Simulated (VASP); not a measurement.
# Y7TiN8 (Fm-3m) in VASP: further runs

Runs on Y7TiN8. Level: PBEsol+U. Tasks: single point.

Everything below comes from runs of VASP 6.6.1. Logs are shortened: lines on timing, memory, paths and dates and some standing lists are left out, and cuts for length are marked.

## (1) The cell of the first run

Symmetry: Fm-3m, No. 225, cubic system. Conventional cell: a = 9.787 Å, b = 9.787 Å, c = 9.787 Å, α = 90.00°, β = 90.00°, γ = 90.00°. Within 3.1 Å of Ti (site symmetry m-3m) lie 6 N at 2.34 Å. Y (site symmetry mmm) has 6 N at 2.45 Å within 3.2 Å. Within 3.5 Å of Y (site symmetry m-3m) lie 6 N at 2.55 Å and 12 Y at 3.46 Å. N (site symmetry -43m) has 6 Y at 2.45 Å within 3.2 Å. Within 3.1 Å of N (site symmetry 4mm) lie 1 Ti at 2.34 Å and 5 Y at 2.45 to 2.55 Å.

## (2) Single point, PBEsol+U, collinear spin

INCAR

```
PREC     = Accurate       # precision mode
ENCUT    = 520            # plane-wave cutoff, eV
EDIFF    = 1E-6           # SCF threshold, eV
ISMEAR   = 0              # smearing method
SIGMA    = 0.05           # smearing width, eV
LREAL    = Auto         
LASPH    = True           # aspherical terms in the spheres
NELM     = 150            # most SCF steps
ALGO     = Normal         # electronic algorithm
ISIF     = 2              # what is computed and relaxed
LWAVE    = False          # write WAVECAR
LCHARG   = False          # write CHGCAR
ISPIN    = 2              # spin polarisation
MAGMOM   = 0.83 0 0 0 0 0 0 0 0 -0.03 -0.02 -0.03 -0.03 -0.02 -0.03 0 # initial moments
LORBIT   = 11             # projections on sites
LMAXMIX  = 4              # l up to which the mixer works
LDAU     = True           # DFT+U
LDAUTYPE = 2            
LDAUL    = 2 -1 -1        # shell
LDAUU    = 5 0 0          # U, eV
LDAUJ    = 0 0 0        
LDAUPRINT= 1            
GGA      = PS             # functional
NBANDS   = 82             # bands
```

KPOINTS

```
regular mesh
0
Gamma
  3 3 3
```

POSCAR

```
Y7TiN8
1.0
    0.0000000000      4.8935000000      4.8935000000
    4.8935000000      0.0000000000      4.8935000000
    4.8935000000      4.8935000000      0.0000000000
Ti Y N
1 7 8
Direct
    0.2500000000      0.2500000000      0.2500000000
    0.2500000000      0.2500000000      0.7500000000
    0.2500000000      0.7500000000      0.2500000000
    0.2500000000      0.7500000000      0.7500000000
    0.7500000000      0.2500000000      0.2500000000
    0.7500000000      0.2500000000      0.7500000000
    0.7500000000      0.7500000000      0.2500000000
    0.7500000000      0.7500000000      0.7500000000
    1.0000000000      1.0000000000      1.0000000000
    0.0105997846      0.0105997846      0.4894002154
    0.0105997846      0.4894002154      0.0105997846
    0.0105997846      0.4894002154      0.4894002154
    0.4894002154      0.0105997846      0.0105997846
    0.4894002154      0.0105997846      0.4894002154
    0.4894002154      0.4894002154      0.0105997846
    0.5000000000      0.5000000000      0.5000000000
```

Potentials or basis: VASP PAW PBE potentials, release 64 (Ti_sv, Y_sv, N).

The run is started by

```
> cat potpaw_PBE.64/Ti_sv/POTCAR potpaw_PBE.64/Y_sv/POTCAR potpaw_PBE.64/N/POTCAR > POTCAR
> mpirun -np 1 vasp_std > vasp.out
```

OUTCAR:

```text
PREC = Accurate
   ENCUT = 520
   EDIFF = 1E-6
   ISMEAR = 0
   LREAL = Auto
   LASPH = True
   NELM = 150
   ISIF = 2
   ISPIN = 2
   LORBIT = 11
   GGA = PS

 ion  position               nearest neighbor table
   1  0.250  0.250  0.250-  10 2.34  11 2.34  12 2.34  13 2.34  14 2.34  15 2.34   2 3.46   3 3.46
                             5 3.46   2 3.46   4 3.46   6 3.46   3 3.46   4 3.46   7 3.46   5 3.46
   2  0.250  0.250  0.750-   9 2.45  16 2.45  12 2.45  13 2.45  14 2.45  11 2.45   1 3.46   4 3.46
                             6 3.46   1 3.46   3 3.46   5 3.46   3 3.46   4 3.46   8 3.46   5 3.46
   3  0.250  0.750  0.250-   9 2.45  16 2.45  12 2.45  13 2.45  15 2.45  10 2.45   1 3.46   4 3.46
                             7 3.46   2 3.46   4 3.46   8 3.46   1 3.46   2 3.46   5 3.46   5 3.46
   4  0.250  0.750  0.750-   9 2.45  16 2.45  11 2.45  14 2.45  15 2.45  10 2.45   2 3.46   3 3.46
                             8 3.46   1 3.46   3 3.46   7 3.46   1 3.46   2 3.46   6 3.46   6 3.46
   5  0.750  0.250  0.250-   9 2.45  16 2.45  11 2.45  14 2.45  15 2.45  10 2.45   1 3.46   6 3.46
                             7 3.46   2 3.46   6 3.46   8 3.46   3 3.46   7 3.46   8 3.46   1 3.46
   6  0.750  0.250  0.750-   9 2.45  16 2.45  12 2.45  13 2.45  15 2.45  10 2.45   2 3.46   5 3.46
                             8 3.46   1 3.46   5 3.46   7 3.46   4 3.46   7 3.46   8 3.46   1 3.46
   7  0.750  0.750  0.250-   9 2.45  16 2.45  12 2.45  13 2.45  14 2.45  11 2.45   3 3.46   5 3.46
                             8 3.46   4 3.46   6 3.46   8 3.46   1 3.46   5 3.46   6 3.46   1 3.46
   8  0.750  0.750  0.750-  10 2.55  11 2.55  12 2.55  13 2.55  14 2.55  15 2.55   4 3.46   6 3.46
                             7 3.46   3 3.46   5 3.46   7 3.46   2 3.46   5 3.46   6 3.46   2 3.46
   9  0.000  0.000  0.000-   2 2.45   3 2.45   4 2.45   5 2.45   6 2.45   7 2.45
  10  0.011  0.011  0.489-   1 2.34   3 2.45   4 2.45   5 2.45   6 2.45   8 2.55
  11  0.011  0.489  0.011-   1 2.34   2 2.45   4 2.45   5 2.45   7 2.45   8 2.55
  12  0.011  0.489  0.489-   1 2.34   2 2.45   3 2.45   6 2.45   7 2.45   8 2.55
  13  0.489  0.011  0.011-   1 2.34   2 2.45   3 2.45   6 2.45   7 2.45   8 2.55
  14  0.489  0.011  0.489-   1 2.34   2 2.45   4 2.45   5 2.45   7 2.45   8 2.55
  15  0.489  0.489  0.011-   1 2.34   3 2.45   4 2.45   5 2.45   6 2.45   8 2.55
  16  0.500  0.500  0.500-   2 2.45   3 2.45   4 2.45   5 2.45   6 2.45   7 2.45

  LATTYP: Found a face centered cubic cell.
 ALAT       =     9.7870000000

  Lattice vectors:

 A1 = (   0.0000000000,   4.8935000000,   4.8935000000)
 A2 = (   4.8935000000,   0.0000000000,   4.8935000000)
 A3 = (   4.8935000000,   4.8935000000,   0.0000000000)

Analysis of symmetry for initial positions (statically):
=====================================================================
 Subroutine PRICEL returns:
 Original cell was already a primitive cell.

 Routine SETGRP: Setting up the symmetry group for a
 face centered cubic supercell.

 Subroutine GETGRP returns: Found 48 space group operations
 (whereof 24 operations were pure point group operations)
 out of a pool of 48 trial point group operations.

The static configuration has the point symmetry T_d .
 The point group associated with its full space group is O_h .

Analysis of symmetry for dynamics (positions and initial velocities):
=====================================================================
 Subroutine PRICEL returns:
 Original cell was already a primitive cell.

 Routine SETGRP: Setting up the symmetry group for a
 face centered cubic supercell.

 Subroutine GETGRP returns: Found 48 space group operations
 (whereof 24 operations were pure point group operations)
 out of a pool of 48 trial point group operations.

The dynamic configuration has the point symmetry T_d .
 The point group associated with its full space group is O_h .

Analysis of structural, dynamic, and magnetic symmetry:
=====================================================================
 Subroutine PRICEL returns:
 Original cell was already a primitive cell.

 Routine SETGRP: Setting up the symmetry group for a
 face centered cubic supercell.

 Subroutine GETGRP returns: Found 16 space group operations
 (whereof  8 operations were pure point group operations)
[... 162 lines left out ...]
 -0.0000  0.1456  0.0000 -0.0000 -0.0000
 -0.0000  0.0000  0.2004  0.0000 -0.0000
  0.0000 -0.0000  0.0000  0.1456 -0.0000
 -0.0000 -0.0000 -0.0000 -0.0000  0.2004

spin component  2

  0.0910 -0.0000 -0.0000 -0.0000  0.0000
 -0.0000  0.0910  0.0000  0.0000 -0.0000
 -0.0000  0.0000  0.1914  0.0000  0.0000
 -0.0000  0.0000  0.0000  0.0910 -0.0000
  0.0000 -0.0000  0.0000 -0.0000  0.1914

 occupancies and eigenvectors

  o =  0.0910  v =  0.0000  0.0000  0.0000  0.0000  0.0000  1.0000  0.0000  0.0000  0.0000  0.0000      0.0000  0.0000  0.0000  0.0000  0.0000  0.0000  0.0000  0.0000  0.0000  0.0000
  o =  0.0910  v =  0.0000  0.0000  0.0000  0.0000  0.0000  0.0000 -1.0000  0.0000  0.0000 -0.0000      0.0000  0.0000  0.0000  0.0000  0.0000  0.0000  0.0000  0.0000  0.0000  0.0000
  o =  0.0910  v =  0.0000  0.0000  0.0000  0.0000  0.0000  0.0000  0.0000  0.0000  1.0000 -0.0000      0.0000  0.0000  0.0000  0.0000  0.0000  0.0000  0.0000  0.0000  0.0000  0.0000
  o =  0.1456  v =  1.0000  0.0000  0.0000  0.0000  0.0000  0.0000  0.0000  0.0000  0.0000  0.0000      0.0000  0.0000  0.0000  0.0000  0.0000  0.0000  0.0000  0.0000  0.0000  0.0000
  o =  0.1456  v =  0.0000 -1.0000 -0.0000 -0.0000  0.0000  0.0000  0.0000  0.0000  0.0000  0.0000      0.0000  0.0000  0.0000  0.0000  0.0000  0.0000  0.0000  0.0000  0.0000  0.0000
  o =  0.1456  v =  0.0000 -0.0000  0.0000  1.0000 -0.0000  0.0000  0.0000  0.0000  0.0000  0.0000      0.0000  0.0000  0.0000  0.0000  0.0000  0.0000  0.0000  0.0000  0.0000  0.0000
  o =  0.1914  v =  0.0000  0.0000  0.0000  0.0000  0.0000  0.0000 -0.0000 -0.8660 -0.0000  0.5000      0.0000  0.0000  0.0000  0.0000  0.0000  0.0000  0.0000  0.0000  0.0000  0.0000
  o =  0.1914  v =  0.0000  0.0000  0.0000  0.0000  0.0000  0.0000  0.0000  0.5000  0.0000  0.8660      0.0000  0.0000  0.0000  0.0000  0.0000  0.0000  0.0000  0.0000  0.0000  0.0000
  o =  0.2004  v =  0.0000  0.0000 -0.5000  0.0000 -0.8660  0.0000  0.0000  0.0000  0.0000  0.0000      0.0000  0.0000  0.0000  0.0000  0.0000  0.0000  0.0000  0.0000  0.0000  0.0000
  o =  0.2004  v =  0.0000 -0.0000  0.8660 -0.0000 -0.5000  0.0000  0.0000  0.0000  0.0000  0.0000      0.0000  0.0000  0.0000  0.0000  0.0000  0.0000  0.0000  0.0000  0.0000  0.0000

 number of electron     128.9999997 magnetization       0.3328264

 Free energy of the ion-electron system (eV)
  ---------------------------------------------------
  ext. energy  EPLUGINS =         0.00000000
  ---------------------------------------------------
  free energy    TOTEN  =      -149.69430987 eV

  energy without entropy =     -149.68851773  energy(sigma->0) =     -149.69141380

 E-fermi :   5.3505     XC(G=0): -11.3940

 val. band max:        5.3047342899   @ k =   0.3333   0.0000   0.0000
 cond. band min:       5.3937376634   @ k =   0.3333   0.0000   0.0000
 fundamental gap:      0.0890033735
 Fermi energy:         5.3505490615

 spin component 1

 k-point     1 :       0.0000    0.0000    0.0000
  band No.  band energies     occupation
      1     -54.4867      1.00000
      2     -37.1587      1.00000
      3     -36.3970      1.00000
      4     -36.3189      1.00000
      5     -36.3189      1.00000
      6     -36.3189      1.00000
[... 463 lines left out ...]
     75       8.1739      0.00000
     76       8.2780      0.00000
 Fermi energy:         5.3505490615

 spin component 2

 k-point     1 :       0.0000    0.0000    0.0000
  band No.  band energies     occupation
      1     -54.2986      1.00000
      2     -37.1470      1.00000
      3     -36.3926      1.00000
      4     -36.3146      1.00000
      5     -36.3146      1.00000
      6     -36.3146      1.00000
[... 463 lines left out ...]
     75       8.1933      0.00000
     76       8.3456      0.00000
 [bands above 76 left out]

------------------------ aborting loop because EDIFF is reached ----------------------------------------

  FORCE on cell =-STRESS in cart. coord.  units (eV):
  Direction    XX          YY          ZZ          XY          YZ          ZX
  --------------------------------------------------------------------------------------
  -------------------------------------------------------------------------------------
  Total      -16.5691295    -16.5682837    -16.5691295      0.0000000      0.0000000      0.0000000
  in kB     -113.2717218   -113.2659396   -113.2717218      0.0000000      0.0000000      0.0000000
  external PRESSURE =    -113.2697944 kB  Pullay stress =       0.0000000 kB

 VOLUME and BASIS-vectors are now :
 -----------------------------------------------------------------------------
  energy-cutoff  :      520.00
  volume of cell :      234.36
      direct lattice vectors                 reciprocal lattice vectors
     0.000000000  4.893500000  4.893500000    -0.102176356  0.102176356  0.102176356
     4.893500000  0.000000000  4.893500000     0.102176356 -0.102176356  0.102176356
     4.893500000  4.893500000  0.000000000     0.102176356  0.102176356 -0.102176356

 POSITION                                       TOTAL-FORCE (eV/Angst)
 -----------------------------------------------------------------------------------
      2.44675      2.44675      2.44675         0.000000      0.000000      0.000000
      4.89350      4.89350      2.44675         0.000000      0.000000      0.000000
      4.89350      2.44675      4.89350         0.000000      0.000000      0.000000
      7.34025      4.89350      4.89350         0.000000      0.000000      0.000000
      2.44675      4.89350      4.89350         0.000000      0.000000      0.000000
      4.89350      7.34025      4.89350         0.000000      0.000000      0.000000
[... 8 lines left out ...]
      2.44675      2.44675      4.78976         0.000000      0.000000      0.016573
      4.89350      4.89350      4.89350         0.000000      0.000000      0.000000
 -----------------------------------------------------------------------------------
    total drift:                                0.000000      0.000000      0.000000

  FREE ENERGIE OF THE ION-ELECTRON SYSTEM (eV)
  ---------------------------------------------------
  free  energy   TOTEN  =      -149.6943098669 eV

  energy  without entropy=     -149.6885177316  energy(sigma->0) =     -149.69141380

 total charge

# of ion       s       p       d       f       tot
--------------------------------------------------
    1        2.164   6.144   1.477   0.000   9.785
    2        2.191   6.521   1.076   0.093   9.881
    3        2.191   6.521   1.076   0.093   9.881
    4        2.191   6.521   1.076   0.093   9.881
    5        2.191   6.521   1.076   0.093   9.881
    6        2.191   6.521   1.076   0.093   9.881
[... 8 lines left out ...]
   15        1.237   2.369   0.000   0.000   3.606
   16        1.237   2.394   0.000   0.000   3.632
--------------------------------------------------
tot         27.381  70.678   8.943   0.624 107.626

 magnetization (x)

# of ion       s       p       d       f       tot
--------------------------------------------------
    1        0.003   0.002   0.181   0.000   0.186
    2        0.000  -0.000   0.010   0.001   0.010
    3        0.000  -0.000   0.010   0.001   0.010
    4        0.000  -0.000   0.010   0.001   0.010
    5        0.000  -0.000   0.010   0.001   0.010
    6        0.000  -0.000   0.010   0.001   0.010
[... 8 lines left out ...]
   15       -0.000  -0.008   0.000   0.000  -0.009
   16        0.000   0.008   0.000   0.000   0.008
--------------------------------------------------
tot          0.002  -0.033   0.267   0.004   0.239
```

Run time: 21 min. Hardware: 1 thread of Intel Xeon Platinum 8488C (Sapphire Rapids), shared host; peak memory 0.62 GiB.

Results:

```yaml
Free_energy: -149.6943 eV
Pressure: -11.3 GPa
Largest_force: 0.017 eV/Å
Net_moment: 0.33 μB per cell
Site_moments: Ti +0.19; Y +0.01, +0.03 (each value once); N +0.01, -0.01 (each value once) μB
Valence_electrons_inside_the_program's_atomic_spheres: Ti 9.79; Y 9.88, 9.66 (each value once); N 3.63, 3.61 (each value once)
```

Forces on the atoms (eV/Å):
```
Ti   0.000  0.000  0.000
Y    0.000  0.000  0.000
Y    0.000  0.000  0.000
Y    0.000  0.000  0.000
Y    0.000  0.000  0.000
Y    0.000  0.000  0.000
Y    0.000  0.000  0.000
Y    0.000  0.000  0.000
N    0.000  0.000  0.000
N    0.000  0.000 -0.017
N    0.000 -0.017  0.000
N    0.017  0.000  0.000
N   -0.017  0.000  0.000
N    0.000  0.017  0.000
N    0.000  0.000  0.017
N    0.000  0.000  0.000
```

Eigenvalues of the final occupation matrices:
```csv
site,spin,trace,eigenvalues
site 1 d,1,0.84,0.15 0.15 0.15 0.20 0.20
site 1 d,2,0.66,0.09 0.09 0.09 0.19 0.19
```

Caveat: the k points lie up to 0.37 Å⁻¹ apart; the PAW data sets were made with another functional, which shifts forces and pressure a little.

(Continued in part 2 of 2.)
